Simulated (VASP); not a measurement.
# BN (P6_3/mmc) in VASP: notebook

The runs below take BN through single point, with r2SCAN, PBEsol.

All numbers are computed with VASP 6.6.1; they aren't measurements. Logs are shortened: lines on timing, memory, paths and dates and some standing lists are left out, and cuts for length are marked.

**1. The cell of the first run**

Symmetry: P6_3/mmc, No. 194, hexagonal system. The conventional cell has a = 2.501 Å, b = 2.501 Å, c = 6.893 Å, α = 90.00°, β = 90.00°, γ = 120.00°. B (site symmetry -6m2) has 3 N at 1.44 Å within 1.9 Å. Within 1.9 Å of N (site symmetry -6m2) lie 3 B at 1.44 Å.

**2. Single point, r2SCAN**

POSCAR

```
BN
1.0
    2.5008381595      0.0000000000      0.0000000000
   -1.2504190798      2.1657893769      0.0000000000
    0.0000000000      0.0000000000      6.8931474372
B N
2 2
Direct
    0.3333333333      0.6666666667      0.2500000000
    0.6666666667      0.3333333333      0.7500000000
    0.6666666667      0.3333333333      0.2500000000
    0.3333333333      0.6666666667      0.7500000000
```

INCAR.step1

```
SYSTEM = BN
  PREC = Accurate
  ENCUT = 520
  ISMEAR = 0
  SIGMA = 0.01
  LREAL = .FALSE.
  LASPH = .TRUE.
  NELM = 60
  NBANDS = 16
  GGA = PE
  ALGO = Normal
  EDIFF = 1E-4
  LWAVE = .TRUE.
  LCHARG = .FALSE.
```

INCAR.step2

```
SYSTEM = BN
  PREC = Accurate
  ENCUT = 520
  EDIFF = 1E-6
  ISMEAR = 0
  SIGMA = 0.01
  LREAL = .FALSE.
  LASPH = .TRUE.
  NELM = 60
  ALGO = Normal
  ISIF = 2
  LWAVE = .FALSE.
  LCHARG = .TRUE.
  METAGGA = R2SCAN
  LMIXTAU = .TRUE.
  LELF = .TRUE.
  LVHAR = .TRUE.
  NBANDS = 16
  ISTART = 1
```

KPOINTS

```
Automatic mesh
0
G
  4 4 4
  0 0 0
```

Potentials or basis: VASP PAW PBE potentials, release 64 (B, N).

Command:

```
> cat potpaw_PBE.64/B/POTCAR potpaw_PBE.64/N/POTCAR > POTCAR
> cp INCAR.step1 INCAR
> mpirun -np 1 vasp_std > vasp.out
> cp INCAR.step2 INCAR
> mpirun -np 1 vasp_std > vasp.out
```

OUTCAR:

```text
SYSTEM = BN
   PREC = Accurate
   ENCUT = 520
   EDIFF = 1E-6
   ISMEAR = 0
   LREAL = .FALSE.
   LASPH = .TRUE.
   NELM = 60
   ISIF = 2
   METAGGA = R2SCAN
   ISTART = 1

 ion  position               nearest neighbor table
   1  0.333  0.667  0.250-   3 1.44   3 1.44   3 1.44
   2  0.667  0.333  0.750-   4 1.44   4 1.44   4 1.44
   3  0.667  0.333  0.250-   1 1.44   1 1.44   1 1.44
   4  0.333  0.667  0.750-   2 1.44   2 1.44   2 1.44

  LATTYP: Found a hexagonal cell.
 ALAT       =     2.5008381595
 C/A-ratio  =     2.7563348756

  Lattice vectors:

 A1 = (   2.5008381595,   0.0000000000,   0.0000000000)
 A2 = (  -1.2504190798,   2.1657893769,   0.0000000000)
 A3 = (   0.0000000000,   0.0000000000,   6.8931474372)

Analysis of symmetry for initial positions (statically):
=====================================================================
 Subroutine PRICEL returns:
 Original cell was already a primitive cell.

 Routine SETGRP: Setting up the symmetry group for a
 hexagonal supercell.

 Subroutine GETGRP returns: Found 24 space group operations
 (whereof 12 operations were pure point group operations)
 out of a pool of 24 trial point group operations.

The static configuration has the point symmetry D_3d.
 The point group associated with its full space group is D_6h.

Analysis of symmetry for dynamics (positions and initial velocities):
=====================================================================
 Subroutine PRICEL returns:
 Original cell was already a primitive cell.

 Routine SETGRP: Setting up the symmetry group for a
 hexagonal supercell.

 Subroutine GETGRP returns: Found 24 space group operations
 (whereof 12 operations were pure point group operations)
 out of a pool of 24 trial point group operations.

The dynamic configuration has the point symmetry D_3d.
 The point group associated with its full space group is D_6h.

 Subroutine INISYM returns: Found 24 space group operations
 (whereof 12 operations are pure point group operations),
 and found     1 'primitive' translations

----------------------------------------------------------------------------------------

                                     Primitive cell
[... 79 lines left out ...]
   LASPH  =      T    aspherical Exc in radial PAW
   ENCUT  =  520.0 eV  38.22 Ry    6.18 a.u.   4.65  4.65 12.82*2*pi/ulx,y,z
   NELM   =     60;   NELMIN=  2; NELMDL=  0     # of ELM steps
   EDIFF  = 0.1E-05   stopping-criterion for ELM
   LREAL  =      F    real-space projection
   EDIFFG = 0.1E-04   stopping-criterion for IOM
   NSW    =      0    number of steps for IOM
   IBRION =     -1    ionic relax: 0-MD 1-quasi-New 2-CG
   NFREE  =      0    steps in history (QN), initial steepest desc. (CG)
   ISIF   =      2    stress and relaxation
   ISYM   =      2    0-nonsym 1-usesym 2-fastsym
   POTIM  = 0.5000    time-step for ionic-motion
   TEBEG  =    0.0;   TEEND  =   0.0 temperature during run
   PSTRESS=    0.0 pullay stress
   NELECT =      16.0000    total number of electrons
   NUPDOWN=      -1.0000    fix difference up-down
   EMIN   =  10.00;   EMAX   =-10.00  energy-range for DOS
   EFERMI =   0.00;   METHOD = LEGACY
   ISMEAR =     0;   SIGMA  =   0.01  broadening in eV -4-tet -1-fermi 0-gaus
   EFERMI_NEDOS =   21; number of points for ismear=-14 and -15
   IALGO  =     38    algorithm
   IMIX   =      4    mixing-type and parameters
     AMIX     =   0.40;   BMIX     =  1.00
     AMIX_MAG =   1.60;   BMIX_MAG =  1.00
  volume/ion in A,a.u.               =       9.33        62.99
  Fermi-wavevector in a.u.,A,eV,Ry     =   1.234265  2.332422 20.727248  1.523410
  Thomas-Fermi vector in A             =   2.368962
   LORBIT       =      0    0 simple, 1 ext, 2 COOP (PROOUT), +10 PAW based schemes
   METAGGA = R2SCAN    functional components
   LHFCALC =     F    Hartree Fock is set to
   AEXX    =    0.0000 exact exchange contribution
   IVDW    =     0    specifies the selected vdW correction
   LEPSILON=     F    determine dielectric tensor
   LRPA    =     F    only Hartree local field effects (RPA)
 non-spin polarized calculation
 Gauss-broadening in eV      SIGMA  =   0.01
  energy-cutoff  :      520.00
  volume of cell :       37.34
 maximum number of plane-waves:      1034
 NGX is ok and might be reduce to    20
   NGX =  9   NGY =  9   NGZ = 25

 number of electron      16.0000000 magnetization

 Free energy of the ion-electron system (eV)
  ---------------------------------------------------
  ext. energy  EPLUGINS =         0.00000000
  ---------------------------------------------------
  free energy    TOTEN  =       -38.55613431 eV

  energy without entropy =      -38.55613431  energy(sigma->0) =      -38.55613431

 E-fermi :   1.3433     XC(G=0): -10.4922

 val. band max:        1.2190420238   @ k =   0.5000  -0.0000   0.0000
 cond. band min:       6.6645199740   @ k =   0.5000  -0.0000   0.0000
 fundamental gap:      5.4454779502
 Fermi energy:         1.3432948414

 k-point     1 :       0.0000    0.0000    0.0000
  band No.  band energies     occupation
      1     -17.0452      2.00000
      2     -16.8281      2.00000
      3      -4.5061      2.00000
      4      -2.6840      2.00000
      5       0.3889      2.00000
      6       0.3889      2.00000
[... 205 lines left out ...]
      3      -6.1679      2.00000
      4      -6.1679      2.00000
      5      -4.3526      2.00000
      6      -4.3526      2.00000
[... 8 lines left out ...]
     15      18.0674      0.00000
     16      18.0674      0.00000

------------------------ aborting loop because EDIFF is reached ----------------------------------------

  FORCE on cell =-STRESS in cart. coord.  units (eV):
  Direction    XX          YY          ZZ          XY          YZ          ZX
  --------------------------------------------------------------------------------------
  -------------------------------------------------------------------------------------
  Total        0.1339894      0.1339894     -0.0542864     -0.0000000      0.0000000      0.0000000
  in kB        5.7499196      5.7499196     -2.3296052     -0.0000000      0.0000000      0.0000000
  external PRESSURE =       3.0567446 kB  Pullay stress =       0.0000000 kB

 VOLUME and BASIS-vectors are now :
 -----------------------------------------------------------------------------
  energy-cutoff  :      520.00
  volume of cell :       37.34
      direct lattice vectors                 reciprocal lattice vectors
     2.500838160  0.000000000  0.000000000     0.399865939  0.230862708  0.000000000
    -1.250419080  2.165789377  0.000000000     0.000000000  0.461725416  0.000000000
     0.000000000  0.000000000  6.893147437     0.000000000  0.000000000  0.145071610

 POSITION                                       TOTAL-FORCE (eV/Angst)
 -----------------------------------------------------------------------------------
     -0.00000      1.44386      1.72329        -0.000000      0.000000      0.000000
      1.25042      0.72193      5.16986         0.000000     -0.000000      0.000000
      1.25042      0.72193      1.72329         0.000000     -0.000000     -0.000000
     -0.00000      1.44386      5.16986        -0.000000      0.000000      0.000000
 -----------------------------------------------------------------------------------
    total drift:                               -0.000000      0.000000      0.000000

  FREE ENERGIE OF THE ION-ELECTRON SYSTEM (eV)
  ---------------------------------------------------
  free  energy   TOTEN  =       -38.5561343066 eV

  energy  without entropy=      -38.5561343066  energy(sigma->0) =      -38.55613431
```

It took 28 s on 1 thread of Intel Xeon Platinum 8488C (Sapphire Rapids), shared host; peak memory 0.15 GiB.

Results:

| Quantity | Value |
| --- | --- |
| Free energy | -38.5561 eV |
| Pressure | 0.3 GPa |
| Band gap on the k mesh | 5.45 eV, direct |

Levels at points of the mesh, in eV from the valence-band top:
```tsv
k point	band 4	band 5	band 6	band 7	band 8	band 9	band 10	band 11	band 12	band 13
(0.00, 0.00, 0.00)	-3.90	-0.83	-0.83	-0.80	-0.80	5.89	11.09	12.87	12.87	12.96
(0.50, 0.00, 0.00)	-8.70	-3.77	-3.72	-0.83	0.00	5.45	6.70	10.73	11.25	13.63
(0.00, 0.00, 0.50)	-4.91	-0.82	-0.82	-0.82	-0.82	8.18	8.18	12.91	12.91	12.91
(0.50, 0.00, 0.50)	-8.73	-3.75	-3.75	-0.40	-0.40	5.88	5.88	11.16	11.16	14.62
```

Caveat: the k points lie up to 0.73 Å⁻¹ apart; the PAW data sets were made with another functional, which shifts forces and pressure a little.

**3. Single point, PBEsol**

INCAR

```
PREC = Accurate
ENCUT = 520
EDIFF = 1E-7
ISMEAR = 0
SIGMA = 0.01
LREAL = F
LASPH = T
NELM = 80
ALGO = Normal
ISIF = 2
LWAVE = F
LCHARG = T
GGA = PS
LELF = T
LVHAR = T
NBANDS = 16
```

KPOINTS

```
regular mesh
0
Gamma
  9 9 4
```

POSCAR is that of step 2.

Potentials or basis: VASP PAW PBE potentials, release 64 (B, N).

Command:

```
> cat potpaw_PBE.64/B/POTCAR potpaw_PBE.64/N/POTCAR > POTCAR
> mpirun -np 1 vasp_std > vasp.out
```

OUTCAR:

```text
PREC = Accurate
   ENCUT = 520
   EDIFF = 1E-7
   ISMEAR = 0
   LREAL = F
   LASPH = T
   NELM = 80
   ISIF = 2
   GGA = PS

 ion  position               nearest neighbor table
   1  0.333  0.667  0.250-   3 1.44   3 1.44   3 1.44
   2  0.667  0.333  0.750-   4 1.44   4 1.44   4 1.44
   3  0.667  0.333  0.250-   1 1.44   1 1.44   1 1.44
   4  0.333  0.667  0.750-   2 1.44   2 1.44   2 1.44

  LATTYP: Found a hexagonal cell.
 ALAT       =     2.5008381595
 C/A-ratio  =     2.7563348756
[... 639 lines left out ...]
      6      -5.2169      2.00000
[... 8 lines left out ...]
     15      18.4711      0.00000
     16      19.4061      0.00000

 [... further k-points ...]
[... 5 lines left out ...]
  --------------------------------------------------------------------------------------
  -------------------------------------------------------------------------------------
  Total        0.4652122      0.4652122      0.0218781     -0.0000000      0.0000000      0.0000000
  in kB       19.9637597     19.9637597      0.9388579     -0.0000000      0.0000000      0.0000000
  external PRESSURE =      13.6221258 kB  Pullay stress =       0.0000000 kB

 VOLUME and BASIS-vectors are now :
 -----------------------------------------------------------------------------
  energy-cutoff  :      520.00
  volume of cell :       37.34
      direct lattice vectors                 reciprocal lattice vectors
     2.500838160  0.000000000  0.000000000     0.399865939  0.230862708  0.000000000
    -1.250419080  2.165789377  0.000000000     0.000000000  0.461725416  0.000000000
     0.000000000  0.000000000  6.893147437     0.000000000  0.000000000  0.145071610

 POSITION                                       TOTAL-FORCE (eV/Angst)
 -----------------------------------------------------------------------------------
     -0.00000      1.44386      1.72329         0.000000      0.000000      0.000000
      1.25042      0.72193      5.16986        -0.000000     -0.000000      0.000000
      1.25042      0.72193      1.72329        -0.000000     -0.000000      0.000000
     -0.00000      1.44386      5.16986         0.000000      0.000000      0.000000
 -----------------------------------------------------------------------------------
    total drift:                               -0.000000      0.000000      0.000000

  FREE ENERGIE OF THE ION-ELECTRON SYSTEM (eV)
  ---------------------------------------------------
  free  energy   TOTEN  =       -36.5693237710 eV

  energy  without entropy=      -36.5693237710  energy(sigma->0) =      -36.56932377
```

OSZICAR:

```text
N       E                     dE             d eps       ncg     rms          rms(c)
DAV:   1     0.470264300439E+02    0.47026E+02   -0.79577E+03  1168   0.922E+02
DAV:   2    -0.367703851307E+02   -0.83797E+02   -0.75529E+02  1624   0.216E+02
DAV:   3    -0.400515598924E+02   -0.32812E+01   -0.32684E+01  1456   0.424E+01
DAV:   4    -0.400736196722E+02   -0.22060E-01   -0.22056E-01  1504   0.385E+00
DAV:   5    -0.400738404814E+02   -0.22081E-03   -0.22081E-03  1432   0.365E-01    0.111E+01
DAV:   6    -0.369622011838E+02    0.31116E+01   -0.49250E+00  1472   0.168E+01    0.506E+00
DAV:   7    -0.366589666665E+02    0.30323E+00   -0.53118E-01  1544   0.527E+00    0.311E+00
DAV:   8    -0.365727190644E+02    0.86248E-01   -0.22631E-01  1408   0.316E+00    0.461E-01
DAV:   9    -0.365684405811E+02    0.42785E-02   -0.14602E-02  1344   0.958E-01    0.182E-01
DAV:  10    -0.365692139302E+02   -0.77335E-03   -0.10645E-03  1304   0.251E-01    0.301E-02
DAV:  11    -0.365693129002E+02   -0.98970E-04   -0.71424E-05  1400   0.644E-02    0.220E-02
DAV:  12    -0.365693235922E+02   -0.10692E-04   -0.23252E-05  1312   0.316E-02    0.194E-03
DAV:  13    -0.365693237001E+02   -0.10785E-06   -0.53706E-07  1536   0.576E-03    0.968E-04
DAV:  14    -0.365693237710E+02   -0.70952E-07   -0.11409E-07  1160   0.220E-03
   1 F= -.36569324E+02 E0= -.36569324E+02  d E =-.993086E-23
```

stdout:

```text
POSCAR found type information on POSCAR B N
 POSCAR found :  2 types and       4 ions
 scaLAPACK will be used
 -----------------------------------------------------------------------------
|                                                                             |
|                                                                             |
|     You enforced a specific xc type in the INCAR file but a different       |
|     I HOPE YOU KNOW WHAT YOU ARE DOING!                                     |
|                                                                             |
 -----------------------------------------------------------------------------

 LDA part: xc-table for (Slater+PW92), standard interpolation
 POSCAR, INCAR and KPOINTS ok, starting setup
 FFT: planning ... GRIDC
 FFT: planning ... GRID_SOFT
 FFT: planning ... GRID
 WAVECAR not read
 entering main loop
```

It took 21 s on 1 thread of Intel Xeon Platinum 8488C (Sapphire Rapids), shared host; peak memory 0.15 GiB.

Results:

```
Free energy            : -36.5693 eV
Pressure               : 1.4 GPa
Band gap on the k mesh : 4.35 eV, indirect (least direct gap 4.60 eV)
```

Stress tensor (GPa, compression positive):
```
2.00 0.00 0.00
0.00 2.00 0.00
0.00 0.00 0.09
```

Caveat: the PAW data sets were made with another functional, which shifts forces and pressure a little; this functional lacks dispersion, which binds the layers, so the pressure and a relaxed spacing across them are unreliable.

**4. Single point, r2SCAN**

POSCAR is that of step 3.

INCAR.step1

```
SYSTEM = BN
  ALGO = Normal
  EDIFF = 1E-4
  ENCUT = 520
  GGA = PE
  ISMEAR = 0
  LASPH = .True.
  LCHARG = .False.
  LREAL = .False.
  LWAVE = .True.
  NBANDS = 16
  NELM = 80
  PREC = Accurate
  SIGMA = 0.01
```

INCAR.step2

```
SYSTEM = BN
  ALGO = Normal
  EDIFF = 1E-7
  ENCUT = 520
  ISIF = 2
  ISMEAR = 0
  ISTART = 1
  LASPH = .True.
  LCHARG = .False.
  LMIXTAU = .True.
  LREAL = .False.
  LWAVE = .False.
  METAGGA = R2SCAN
  NBANDS = 16
  NELM = 80
  PREC = Accurate
  SIGMA = 0.01
```

KPOINTS

```
k-points
0
Gamma
  9 9 4
  0 0 0
```

Command:

```
> cat potpaw_PBE.64/B/POTCAR potpaw_PBE.64/N/POTCAR > POTCAR
> cp INCAR.step1 INCAR
> mpirun -np 1 vasp_std > vasp.out
> cp INCAR.step2 INCAR
> mpirun -np 1 vasp_std > vasp.out
```

Wall time 80 s (1 thread of Intel Xeon Platinum 8488C (Sapphire Rapids), shared host); peak memory 0.16 GiB.

Results (log left out):

```
Free energy            : -38.5961 eV
Pressure               : 0.4 GPa
Band gap on the k mesh : 5.06 eV, indirect (least direct gap 5.37 eV)
```

Stress tensor (GPa, compression positive):
```
 0.73  0.00  0.00
 0.00  0.73  0.00
 0.00  0.00 -0.30
```

Levels at points of the mesh, in eV from the valence-band top:
```
           k point  band 5  band 6  band 7  band 8  band 9  band 10  band 11  band 12
(0.00, 0.00, 0.00)   -1.35   -1.35   -1.32   -1.32    5.38    10.57    12.34    12.34
(0.00, 0.00, 0.50)   -1.34   -1.34   -1.34   -1.34    7.67     7.67    12.39    12.39
```

Caveat: the PAW data sets were made with another functional, which shifts forces and pressure a little. A k mesh can miss the band edges.

(Continued in part 2 of 2.)
